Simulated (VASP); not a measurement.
Set up this calculation in VASP 6.6.1, as the native input.

```
Task                   : electric field gradients
Functional             : LDA
Potentials or basis    : VASP PAW LDA potentials, release 64 (Ga_d)
Cutoff                 : 520 eV
k mesh                 : 12 × 12 × 10
Occupations            : fermi-dirac, width 0.08 eV
Spin                   : no spin polarisation
Dipole correction      : no
Further INCAR settings : ALGO = Normal; EDIFF = 1e-08; NBANDS = 20
```

The structure of Ga lies in POSCAR:

```
Ga
1.0
    1.4784385925     -4.1447261232      0.0000000000
    1.4784385925      4.1447261232      0.0000000000
    0.0000000000      0.0000000000      3.2321726471
Ga
2
Direct
    0.8670000000      0.1330000000      0.2500000000
    0.1330000000      0.8670000000      0.7500000000
```

The input as run:

INCAR

```
ALGO = Normal ; EDIFF = 1E-8
ENCUT = 520 ; GGA = CA
ISIF = 2 ; ISMEAR = -1
LASPH = T ; LCHARG = F
LEFG = T ; LREAL = F
LWAVE = F ; NBANDS = 20
NELM = 80 ; PREC = Accurate
SIGMA = 0.08
```

KPOINTS

```
k-points
0
Gamma
  12 12 10
```

Potentials or basis: VASP PAW LDA potentials, release 64 (Ga_d).

Launch:

```bash
$ cat potpaw_LDA.64/Ga_d/POTCAR > POTCAR
$ mpirun -np 1 vasp_std > vasp.out
```

Results of the run:

| Quantity | Value |
| --- | --- |
| Pressure | -5.9 GPa |
| Largest force | 0.149 eV/Å |
| Band gap on the k mesh | zero (bands 13 and 14 overlap by 8.83 eV) |
| Largest electric field gradient by atom | Ga -26.0 V/Å² |

Caveat: the cell stands under tension; without QUAD_EFG the Cq values of the log hold for a quadrupole moment of 1 mb, not for the nuclei.

Run time: 2.3 min on 1 thread of Intel(R) Xeon(R) Platinum 8259CL CPU @ 2.50GHz (Skylake/Cascade Lake) (shared host), peak memory 0.28 GiB.
